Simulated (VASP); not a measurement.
# Si7Ge (P-42m) in VASP: single point with r2SCAN

Aim: the single point of Si7Ge with r2SCAN.

Everything below comes from runs of VASP 6.6.1. Logs are shortened: lines on timing, memory, paths and dates and some standing lists are left out, and cuts for length are marked.

### 1 The cell of the first run

Symmetry: P-42m, No. 111, tetragonal system. Conventional cell: a = 5.687 Å, b = 5.687 Å, c = 5.337 Å, α = 90.00°, β = 90.00°, γ = 90.00°. Si (site symmetry m) has 3 Si at 2.40 to 2.41 Å and 1 Ge at 2.44 Å within 3.2 Å. Within 3.2 Å of Si (site symmetry 222) lie 4 Si at 2.41 Å. Within 3.2 Å of Si (site symmetry -42m) lie 4 Si at 2.40 Å. Within 3.2 Å of Ge (site symmetry -42m) lie 4 Si at 2.44 Å.

### 2 Single point, r2SCAN (biaxial strain in the a-b plane: +4.0 %)

Contents of POSCAR:

```
Si7Ge
1.0
    5.6866871690      0.0000000000      0.0000000000
    0.0000000000      5.6866871690      0.0000000000
    0.0000000000      0.0000000000      5.3367371893
Si Ge
7 1
Direct
    0.2524353973      0.2524353973      0.2525568314
    0.0000000000      0.5000000000      0.5000000000
    0.5000000000      0.5000000000      0.0000000000
    0.5000000000      0.0000000000      0.5000000000
    0.7475646027      0.2524353973      0.7474431686
    0.7475646027      0.7475646027      0.2525568314
    0.2524353973      0.7475646027      0.7474431686
    0.0000000000      0.0000000000      0.0000000000
```

Contents of INCAR.step1:

```
PREC = Accurate
ENCUT = 520
ISMEAR = 0
SIGMA = 0.02
LREAL = False
LASPH = True
NELM = 60
NBANDS = 31
GGA = PE
ALGO = Normal
EDIFF = 1E-4
LWAVE = True
LCHARG = False
```

Contents of INCAR.step2:

```
PREC = Accurate
ENCUT = 520
EDIFF = 1E-6
ISMEAR = 0
SIGMA = 0.02
LREAL = False
LASPH = True
NELM = 60
ALGO = Normal
ISIF = 2
LWAVE = False
LCHARG = False
METAGGA = R2SCAN
LMIXTAU = True
NBANDS = 31
ISTART = 1
```

Contents of KPOINTS:

```
Automatic mesh
0
Gamma
  8 8 8
```

Potentials or basis: VASP PAW PBE potentials, release 64 (Si, Ge_d).

Command:

```bash
$ cat potpaw_PBE.64/Si/POTCAR potpaw_PBE.64/Ge_d/POTCAR > POTCAR
$ cp INCAR.step1 INCAR
$ mpirun -np 1 vasp_std > vasp.out
$ cp INCAR.step2 INCAR
$ mpirun -np 1 vasp_std > vasp.out
```

OUTCAR:

```text
PREC = Accurate
   ENCUT = 520
   EDIFF = 1E-6
   ISMEAR = 0
   LREAL = False
   LASPH = True
   NELM = 60
   ISIF = 2
   METAGGA = R2SCAN
   ISTART = 1

 ion  position               nearest neighbor table
   1  0.252  0.252  0.253-   3 2.40   2 2.41   4 2.41   8 2.44
   2  0.000  0.500  0.500-   1 2.41   5 2.41   6 2.41   7 2.41
   3  0.500  0.500  0.000-   1 2.40   5 2.40   6 2.40   7 2.40
   4  0.500  0.000  0.500-   1 2.41   5 2.41   6 2.41   7 2.41
   5  0.748  0.252  0.747-   3 2.40   2 2.41   4 2.41   8 2.44
   6  0.748  0.748  0.253-   3 2.40   2 2.41   4 2.41   8 2.44
   7  0.252  0.748  0.747-   3 2.40   2 2.41   4 2.41   8 2.44
   8  0.000  0.000  0.000-   1 2.44   5 2.44   6 2.44   7 2.44

  LATTYP: Found a simple tetragonal cell.
 ALAT       =     5.6866871690
 C/A-ratio  =     0.9384615384

  Lattice vectors:

 A1 = (   5.6866871690,   0.0000000000,   0.0000000000)
 A2 = (   0.0000000000,   5.6866871690,   0.0000000000)
 A3 = (   0.0000000000,   0.0000000000,   5.3367371893)

Analysis of symmetry for initial positions (statically):
=====================================================================
 Subroutine PRICEL returns:
 Original cell was already a primitive cell.

 Routine SETGRP: Setting up the symmetry group for a
 simple tetragonal supercell.

 Subroutine GETGRP returns: Found  8 space group operations
 (whereof  8 operations were pure point group operations)
 out of a pool of 16 trial point group operations.

The static configuration has the point symmetry D_2d.

Analysis of symmetry for dynamics (positions and initial velocities):
=====================================================================
 Subroutine PRICEL returns:
 Original cell was already a primitive cell.

 Routine SETGRP: Setting up the symmetry group for a
 simple tetragonal supercell.

 Subroutine GETGRP returns: Found  8 space group operations
 (whereof  8 operations were pure point group operations)
 out of a pool of 16 trial point group operations.

The dynamic configuration has the point symmetry D_2d.

 Subroutine INISYM returns: Found  8 space group operations
 (whereof  8 operations are pure point group operations),
 and found     1 'primitive' translations

----------------------------------------------------------------------------------------

[... 102 lines left out ...]
   ENCUT  =  520.0 eV  38.22 Ry    6.18 a.u.  10.57 10.57  9.92*2*pi/ulx,y,z
   NELM   =     60;   NELMIN=  2; NELMDL=  0     # of ELM steps
   EDIFF  = 0.1E-05   stopping-criterion for ELM
   LREAL  =      F    real-space projection
   EDIFFG = 0.1E-04   stopping-criterion for IOM
   NSW    =      0    number of steps for IOM
   IBRION =     -1    ionic relax: 0-MD 1-quasi-New 2-CG
   NFREE  =      0    steps in history (QN), initial steepest desc. (CG)
   ISIF   =      2    stress and relaxation
   ISYM   =      2    0-nonsym 1-usesym 2-fastsym
   POTIM  = 0.5000    time-step for ionic-motion
   TEBEG  =    0.0;   TEEND  =   0.0 temperature during run
   PSTRESS=    0.0 pullay stress
   NELECT =      42.0000    total number of electrons
   NUPDOWN=      -1.0000    fix difference up-down
   EMIN   =  10.00;   EMAX   =-10.00  energy-range for DOS
   EFERMI =   0.00;   METHOD = LEGACY
   ISMEAR =     0;   SIGMA  =   0.02  broadening in eV -4-tet -1-fermi 0-gaus
   EFERMI_NEDOS =   21; number of points for ismear=-14 and -15
   IALGO  =     38    algorithm
   IMIX   =      4    mixing-type and parameters
     AMIX     =   0.40;   BMIX     =  1.00
     AMIX_MAG =   1.60;   BMIX_MAG =  1.00
  volume/ion in A,a.u.               =      21.57       145.58
  Fermi-wavevector in a.u.,A,eV,Ry     =   1.022099  1.931488 14.213830  1.044687
  Thomas-Fermi vector in A             =   2.155760
   LORBIT       =      0    0 simple, 1 ext, 2 COOP (PROOUT), +10 PAW based schemes
   METAGGA = R2SCAN    functional components
   LHFCALC =     F    Hartree Fock is set to
   AEXX    =    0.0000 exact exchange contribution
   IVDW    =     0    specifies the selected vdW correction
   LEPSILON=     F    determine dielectric tensor
   LRPA    =     F    only Hartree local field effects (RPA)
 non-spin polarized calculation
 Gauss-broadening in eV      SIGMA  =   0.02
  energy-cutoff  :      520.00
  volume of cell :      172.58
 maximum number of plane-waves:      4671
   NGX = 21   NGY = 21   NGZ = 19

 number of electron      41.9999972 magnetization

 Free energy of the ion-electron system (eV)
  ---------------------------------------------------
  ext. energy  EPLUGINS =         0.00000000
  ---------------------------------------------------
  free energy    TOTEN  =       -74.98050283 eV

  energy without entropy =      -74.98050283  energy(sigma->0) =      -74.98050283

 E-fermi :   5.4310     XC(G=0):  -9.7543

 val. band max:        5.3157767719   @ k =   0.0000   0.0000   0.0000
 cond. band min:       5.5109099291   @ k =   0.0000   0.0000   0.1250
 fundamental gap:      0.1951331573
 Fermi energy:         5.4309924347

 k-point     1 :       0.0000    0.0000    0.0000
  band No.  band energies     occupation
      1     -19.7459      2.00000
      2     -19.7459      2.00000
      3     -19.7439      2.00000
      4     -19.7228      2.00000
      5     -19.7158      2.00000
      6      -7.1909      2.00000
[... 805 lines left out ...]
     30       9.8080      0.00000
     31       9.8951      0.00000

 [... further k-points ...]
[... 5 lines left out ...]
  --------------------------------------------------------------------------------------
  -------------------------------------------------------------------------------------
  Total       -7.2245810     -7.2245810     -0.8913678      0.0000000      0.0000000      0.0000000
  in kB      -67.0700697    -67.0700697     -8.2750954      0.0000000      0.0000000      0.0000000
  external PRESSURE =     -47.4717449 kB  Pullay stress =       0.0000000 kB

 VOLUME and BASIS-vectors are now :
 -----------------------------------------------------------------------------
  energy-cutoff  :      520.00
  volume of cell :      172.58
      direct lattice vectors                 reciprocal lattice vectors
     5.686687169  0.000000000  0.000000000     0.175849307  0.000000000  0.000000000
     0.000000000  5.686687169  0.000000000     0.000000000  0.175849307  0.000000000
     0.000000000  0.000000000  5.336737189     0.000000000  0.000000000  0.187380410

 POSITION                                       TOTAL-FORCE (eV/Angst)
 -----------------------------------------------------------------------------------
      1.43552      1.43552      1.34783         0.010950      0.010950      0.016064
      0.00000      2.84334      2.66837        -0.000000      0.000000      0.000000
      2.84334      2.84334      0.00000        -0.000000     -0.000000      0.000000
      2.84334      0.00000      2.66837        -0.000000      0.000000      0.000000
      4.25117      1.43552      3.98891        -0.010950      0.010950     -0.016064
      4.25117      4.25117      1.34783        -0.010950     -0.010950      0.016064
      1.43552      4.25117      3.98891         0.010950     -0.010950     -0.016064
      0.00000      0.00000      0.00000        -0.000000      0.000000      0.000000
 -----------------------------------------------------------------------------------
    total drift:                               -0.000000     -0.000000     -0.000000

  FREE ENERGIE OF THE ION-ELECTRON SYSTEM (eV)
  ---------------------------------------------------
  free  energy   TOTEN  =       -74.9805028350 eV

  energy  without entropy=      -74.9805028350  energy(sigma->0) =      -74.98050283
```

OUTCAR.step1:

```text
PREC = Accurate
   ENCUT = 520
   ISMEAR = 0
   LREAL = False
   LASPH = True
[... 1060 lines left out ...]
      4.25117      1.43552      3.98891        -0.042825      0.042825     -0.045577
      4.25117      4.25117      1.34783        -0.042825     -0.042825      0.045577
      1.43552      4.25117      3.98891         0.042825     -0.042825     -0.045577
      0.00000      0.00000      0.00000        -0.000000     -0.000000      0.000000
 -----------------------------------------------------------------------------------
    total drift:                                0.000000      0.000000     -0.000000

  FREE ENERGIE OF THE ION-ELECTRON SYSTEM (eV)
  ---------------------------------------------------
  free  energy   TOTEN  =       -42.2487024230 eV

  energy  without entropy=      -42.2486865052  energy(sigma->0) =      -42.24869446
```

Run time: 10 min. Hardware: 1 thread of AMD EPYC 9R45 (Zen 5), shared host; peak memory 0.46 GiB.

What came out:

| Item | Value |
| --- | --- |
| Free energy | -74.9805 eV |
| Pressure | -4.7 GPa |
| Largest force | 0.022 eV/Å |
| Band gap on the k mesh | 0.20 eV (least direct gap 0.29 eV) |

Forces on the atoms (eV/Å):
```
Si   0.011  0.011  0.016
Si   0.000  0.000  0.000
Si   0.000  0.000  0.000
Si   0.000  0.000  0.000
Si  -0.011  0.011 -0.016
Si  -0.011 -0.011  0.016
Si   0.011 -0.011 -0.016
Ge   0.000  0.000  0.000
```

Stress tensor (GPa, compression positive):
```
-6.71  0.00  0.00
 0.00 -6.71  0.00
 0.00  0.00 -0.83
```

Levels at points of the mesh, in eV from the valence-band top:
| k point | band 17 | band 18 | band 19 | band 20 | band 21 | band 22 | band 23 | band 24 | band 25 | band 26 |
| --- | --- | --- | --- | --- | --- | --- | --- | --- | --- | --- |
| (0.00, 0.00, 0.00) | -2.99 | -2.96 | -0.42 | -0.42 | 0.00 | 0.29 | 0.46 | 0.85 | 0.97 | 0.97 |
| (0.50, 0.00, 0.00) | -3.95 | -2.18 | -2.10 | -1.98 | -1.91 | 1.18 | 1.36 | 3.08 | 3.11 | 3.88 |
| (0.50, 0.50, 0.00) | -3.70 | -2.08 | -1.96 | -1.89 | -1.89 | 1.89 | 1.89 | 1.95 | 2.14 | 4.65 |
| (0.00, 0.00, 0.50) | -3.63 | -2.47 | -2.47 | -2.34 | -2.34 | 0.64 | 0.81 | 3.16 | 3.20 | 4.79 |
| (0.50, 0.00, 0.50) | -4.05 | -1.62 | -1.50 | -1.43 | -1.41 | 2.45 | 2.46 | 2.48 | 2.72 | 4.23 |
| (0.50, 0.50, 0.50) | -1.74 | -1.35 | -1.24 | -1.24 | -1.10 | 0.76 | 1.16 | 1.16 | 1.26 | 3.00 |

Caveat: the cell differs from its parent crystal (biaxial strain in the a-b plane: +4.0 %); the stress differs along the axes, from -7 to -1 GPa; semilocal functionals underestimate gaps, and a narrow one can read as zero; the PAW data sets were made with another functional, which shifts forces and pressure a little. A k mesh can miss the band edges.
